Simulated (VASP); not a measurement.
# CdSe (I-4m2) in VASP: G0W0 quasiparticle levels with PBE

Aim: the G0W0 quasiparticle levels of CdSe with PBE.

All numbers are computed with VASP 6.6.1; they aren't measurements. Logs are shortened: lines on timing, memory, paths and dates and some standing lists are left out, and cuts for length are marked.

## Step 1: The cell of the first run

Symmetry: I-4m2, No. 119, tetragonal system. Conventional cell: a = 4.338 Å, b = 4.338 Å, c = 5.829 Å, α = 90.00°, β = 90.00°, γ = 90.00°. Cd (site symmetry -4m2) has 4 Se at 2.61 Å within 3.4 Å. Se (site symmetry -4m2) has 4 Cd at 2.61 Å within 3.4 Å.

## Step 2: G0W0 quasiparticle levels, PBE

Input file POSCAR:

```
CdSe
1.0
    0.0000000000      3.0677809642      3.0677809642
    2.9143919160      0.0000000000      3.0677809642
    2.9143919160      3.0677809642      0.0000000000
Cd Se
1 1
Direct
    0.0000000000      0.0000000000      0.0000000000
    0.2500000000      0.2500000000      0.2500000000
```

Input file INCAR.step1:

```
SYSTEM = CdSe
  PREC = Accurate
  ENCUT = 500
  EDIFF = 1E-8
  ISMEAR = 0
  SIGMA = 0.01
  LREAL = .False.
  LASPH = .True.
  NELM = 60
  ALGO = Normal
  LWAVE = .True.
  LCHARG = .False.
  GGA = PE
```

Input file INCAR.step2:

```
SYSTEM = CdSe
  PREC = Accurate
  ENCUT = 500
  EDIFF = 1E-8
  ISMEAR = 0
  SIGMA = 0.01
  LREAL = .False.
  LASPH = .True.
  NELM = 1
  ALGO = Exact
  LWAVE = .True.
  LCHARG = .False.
  GGA = PE
  NBANDS = 237
  LOPTICS = .True.
  ISTART = 1
```

Input file INCAR.step3:

```
SYSTEM = CdSe
  PREC = Accurate
  ENCUT = 500
  EDIFF = 1E-8
  ISMEAR = 0
  SIGMA = 0.01
  LREAL = .False.
  LASPH = .True.
  ALGO = EVGW0
  LWAVE = .False.
  LCHARG = .False.
  GGA = PE
  NELMGW = 1
  NBANDS = 237
  ENCUTGW = 150.0
  NOMEGA = 96
  PRECFOCK = Fast
  ISTART = 1
  NBANDSGW = 17
  OMEGAMAX = 20
```

Input file KPOINTS:

```
Automatic mesh
0
Gamma
  4 4 4
  0 0 0
```

Potentials or basis: VASP PAW PBE potentials, release 64 (Cd_GW, Se_GW).

Started as:

```
$ cat potpaw_PBE.64/Cd_GW/POTCAR potpaw_PBE.64/Se_GW/POTCAR > POTCAR
$ cp INCAR.step1 INCAR
$ mpirun -np 1 vasp_std > vasp.out
$ cp INCAR.step2 INCAR
$ mpirun -np 1 vasp_std > vasp.out
$ cp INCAR.step3 INCAR
$ mpirun -np 1 vasp_std > vasp.out
```

OUTCAR:

```text
SYSTEM = CdSe
   PREC = Accurate
   ENCUT = 500
   EDIFF = 1E-8
   ISMEAR = 0
   LREAL = .False.
   LASPH = .True.
   GGA = PE
   NELMGW = 1
   ENCUTGW = 150.0
   PRECFOCK = Fast
   ISTART = 1

 ion  position               nearest neighbor table
   1  0.000  0.000  0.000-   2 2.61   2 2.61   2 2.61   2 2.61
   2  0.250  0.250  0.250-   1 2.61   1 2.61   1 2.61   1 2.61

  LATTYP: Found a body centered tetragonal cell.
 ALAT       =     4.3384974460
 C/A-ratio  =     1.3435028843

  Lattice vectors:

 A1 = (  -2.9143919160,   0.0000000000,  -3.0677809642)
 A2 = (  -2.9143919160,   0.0000000000,   3.0677809642)
 A3 = (   2.9143919160,   3.0677809642,   0.0000000000)

Analysis of symmetry for initial positions (statically):
=====================================================================
 Subroutine PRICEL returns:
 Original cell was already a primitive cell.

 Routine SETGRP: Setting up the symmetry group for a
 body centered tetragonal supercell.

 Subroutine GETGRP returns: Found  8 space group operations
 (whereof  8 operations were pure point group operations)
 out of a pool of 16 trial point group operations.

The static configuration has the point symmetry D_2d.

Analysis of symmetry for dynamics (positions and initial velocities):
=====================================================================
 Subroutine PRICEL returns:
 Original cell was already a primitive cell.

 Routine SETGRP: Setting up the symmetry group for a
 body centered tetragonal supercell.

 Subroutine GETGRP returns: Found  8 space group operations
 (whereof  8 operations were pure point group operations)
 out of a pool of 16 trial point group operations.

The dynamic configuration has the point symmetry D_2d.

 Subroutine INISYM returns: Found  8 space group operations
 (whereof  8 operations are pure point group operations),
 and found     1 'primitive' translations

----------------------------------------------------------------------------------------

                                     Primitive cell

  volume of cell :      54.8563

  direct lattice vectors                    reciprocal lattice vectors
     0.000000000  3.067780964  3.067780964    -0.171562375  0.162984257  0.162984257
[... 51 lines left out ...]
  0.500000  0.250000  0.250000      4.000000
 -0.250000  0.250000  0.250000      8.000000
 -0.250000  0.500000  0.250000      4.000000
  0.500000 -0.250000  0.250000      2.000000
  0.000000  0.500000  0.500000      1.000000
   k-points           NKPTS =     13   k-points in BZ     NKDIM =     64   number of bands    NBANDS=    237
   number of dos      NEDOS =    301   number of ions     NIONS =      2
   total plane-waves  NPLWV =  32768
   dimension x,y,z NGX =    32 NGY =   32 NGZ =   32
   dimension x,y,z NGXF=    64 NGYF=   64 NGZF=   64
   ions per type =               1   1
   NGX,Y,Z   is equivalent  to a cutoff of  12.26, 12.57, 12.57 a.u.
   NGXF,Y,Z  is equivalent  to a cutoff of  24.52, 25.14, 25.14 a.u.
 SYSTEM =  CdSe
   PREC   = accura    normal or accurate (medium, high low for compatibility)
   ISTART =      1    job   : 0-new  1-cont  2-samecut
   ICHARG =      0    charge: 1-file 2-atom 10-const
   ISPIN  =      1    spin polarized calculation?
   LNONCOLLINEAR =      F non collinear calculations
   LSORBIT =      F    spin-orbit coupling
   LASPH  =      T    aspherical Exc in radial PAW
   ENCUT  =  500.0 eV  36.75 Ry    6.06 a.u.   7.91  7.71  7.71*2*pi/ulx,y,z
   NELM   =     60;   NELMIN=  2; NELMDL=  0     # of ELM steps
   EDIFF  = 0.1E-07   stopping-criterion for ELM
   LREAL  =      F    real-space projection
   EDIFFG = 0.1E-06   stopping-criterion for IOM
   NSW    =      0    number of steps for IOM
   IBRION =     -1    ionic relax: 0-MD 1-quasi-New 2-CG
   NFREE  =      0    steps in history (QN), initial steepest desc. (CG)
   ISIF   =      0    stress and relaxation
   ISYM   =      3    0-nonsym 1-usesym 2-fastsym
   POTIM  = 0.5000    time-step for ionic-motion
   TEBEG  =    0.0;   TEEND  =   0.0 temperature during run
   PSTRESS=    0.0 pullay stress
   NELECT =      18.0000    total number of electrons
   NUPDOWN=      -1.0000    fix difference up-down
   EMIN   =  10.00;   EMAX   =-10.00  energy-range for DOS
   EFERMI =   0.00;   METHOD = LEGACY
   ISMEAR =     0;   SIGMA  =   0.01  broadening in eV -4-tet -1-fermi 0-gaus
   EFERMI_NEDOS =   21; number of points for ismear=-14 and -15
   IALGO  =     38    algorithm
   IMIX   =      4    mixing-type and parameters
     AMIX     =   0.40;   BMIX     =  1.00
     AMIX_MAG =   1.60;   BMIX_MAG =  1.00
  volume/ion in A,a.u.               =      27.43       185.09
  Fermi-wavevector in a.u.,A,eV,Ry     =   1.129163  2.133809 17.347563  1.275010
  Thomas-Fermi vector in A             =   2.265856
   LORBIT       =      0    0 simple, 1 ext, 2 COOP (PROOUT), +10 PAW based schemes
   GGA     = PE    functional components
   LHFCALC =     T    Hartree Fock is set to
   PRECFOCK=fast      Normal, Fast or Accurate (Low or Medium for compatibility)
   ENCUT4O =  -1.0   cutoff for four orbital integrals eV
   NKREDX  =     1    reduce k-point grid by
   NKREDY  =     1    reduce k-point grid by
   NKREDZ  =     1    reduce k-point grid by
   AEXX    =    1.0000 exact exchange contribution
   HFSCREEN=    0.0000 screening length (either q_TF or 0.3 A-1)
   HFSCREENC=   0.0000 screening length for correlation (either q_TF or 0.3 A-1)
   ENCUTFOCK=  -1.0 apply spherical cutoff to Coloumb kernel
   IVDW    =     0    specifies the selected vdW correction
   LEPSILON=     F    determine dielectric tensor
   LRPA    =     F    only Hartree local field effects (RPA)
   LRPAFORCE           =     F    calculate RPA forces
   ENCUTGW             = 150.0    cutoff for response function in eV
   ENCUTGWSOFT         = 120.0    soft cutoff for Coulomb kernel in GW response function in eV
   ENCUTLF             =  -1.0    cutoff for local field effects
   NELMGW              =     1    number of iterations in solving QP/BSE equation
   NELMHF              =     1    number of iterations in the inner HF iteration
   NKREDLFX            =     1    NKREDLFY  =   1   NKREDLFZ  =   1
 non-spin polarized calculation
 Gauss-broadening in eV      SIGMA  =   0.01
  energy-cutoff  :      500.00
  volume of cell :       54.86
 maximum number of plane-waves:      1410
  NGX = 18; NGY = 18; NGZ = 18
   NGX = 15   NGY = 15   NGZ = 15
 maximum number of plane-waves:       234
 NGX is ok and might be reduce to    18

 QP shifts <psi_nk| G(iteration)W_0 |psi_nk>: iteration 1
 for sc-GW calculations column KS-energies equals QP-energies in previous step
 and V_xc(KS)=  KS-energies - (<T + V_ion + V_H > + <T+V_H+V_ion>^1  + <V_x>^1)

 k-point   1 :       0.0000    0.0000    0.0000
  band No.  KS-energies  QP-energies   sigma(KS)   V_xc(KS)     V^pw_x(r,r')   Z            occupation Imag(sigma)

      1     -10.3523     -10.7497     -13.0472     -12.3946     -19.7548       0.6090       2.0000       0.9829
      2      -5.6811      -7.3848     -17.6818     -15.1631     -22.8946       0.6764       2.0000       0.1967
      3      -5.6811      -7.3848     -17.6818     -15.1631     -22.8946       0.6764       2.0000       0.1967
      4      -5.6588      -7.3588     -17.7063     -15.1917     -22.9376       0.6761       2.0000       0.1995
      5      -5.2854      -7.0823     -18.1113     -15.4822     -23.2149       0.6835       2.0000       0.1460
      6      -5.2694      -7.0773     -18.1520     -15.5119     -23.2495       0.6848       2.0000       0.1449
[... 248 lines left out ...]
      3      -5.3968      -7.1487     -18.0758     -15.5002     -23.2667       0.6802       2.0000       0.1825
      4      -5.3968      -7.1487     -18.0758     -15.5002     -23.2667       0.6802       2.0000       0.1825
      5      -5.2094      -7.0158     -18.2097     -15.5760     -23.3288       0.6859       2.0000       0.1456
      6      -4.8352      -6.4928     -17.7814     -15.3734     -22.8495       0.6884       2.0000       0.1949
[... 9 lines left out ...]
     16      15.5989      15.6360      -9.5531      -9.6040      -4.0207       0.7297       0.0000      -0.4355
     17      15.5989      15.6360      -9.5531      -9.6040      -4.0207       0.7297       0.0000      -0.4355
```

OUTCAR.step1:

```text
SYSTEM = CdSe
   PREC = Accurate
   ENCUT = 500
   EDIFF = 1E-8
   ISMEAR = 0
   LREAL = .False.
   LASPH = .True.
[... 415 lines left out ...]
      0.00000      0.00000      0.00000        -0.000000     -0.000000     -0.000000
      1.45720      1.53389      1.53389         0.000000      0.000000      0.000000
 -----------------------------------------------------------------------------------
    total drift:                                0.000000      0.000000      0.000000

  FREE ENERGIE OF THE ION-ELECTRON SYSTEM (eV)
  ---------------------------------------------------
  free  energy   TOTEN  =        -5.4170783402 eV

  energy  without entropy=       -5.4170783402  energy(sigma->0) =       -5.41707834
```

OUTCAR.step2:

```text
SYSTEM = CdSe
   PREC = Accurate
   ENCUT = 500
   EDIFF = 1E-8
[... 855 lines left out ...]
  --------------------------------------------------------------------------------------------------------------
     0.00000    45.90711    26.65363    26.65363     0.00000    -0.00000     0.00000
     1.85870     7.80801     7.96595     7.96595     0.00000    -0.00000     0.00000
     3.71740     4.29777     2.85424     2.85424     0.00000    -0.00000     0.00000
     5.57610    -4.67740    -4.27823    -4.27823     0.00000     0.00000    -0.00000
     7.43480    -4.23238    -3.05003    -3.05003    -0.00000    -0.00000     0.00000
     9.29351    -0.98163    -1.05350    -1.05350    -0.00000    -0.00000     0.00000
[... 92 lines left out ...]
   182.15271     0.98142     0.98150     0.98150    -0.00000     0.00000    -0.00000
   184.01141     0.98182     0.98190     0.98190    -0.00000     0.00000    -0.00000
```

Wall time 6.6 min (1 thread of Intel Xeon 6975P-C (Granite Rapids), shared host); peak memory 0.79 GiB.

What came out:

```yaml
Quasiparticle_gap: 1.23 eV
Least_direct_quasiparticle_gap: 1.23 eV
Band_gap_of_the_starting_levels_on_the_mesh: 0.53 eV
Least_direct_gap_of_the_starting_levels_on_the_mesh: 0.53 eV
```

Caveat: the k points lie up to 0.45 Å⁻¹ apart; bands, screening cutoff and mesh are small and nothing is extrapolated, so the quasiparticle values aren't converged; the structure was generated, so it needn't be the stable form of CdSe.
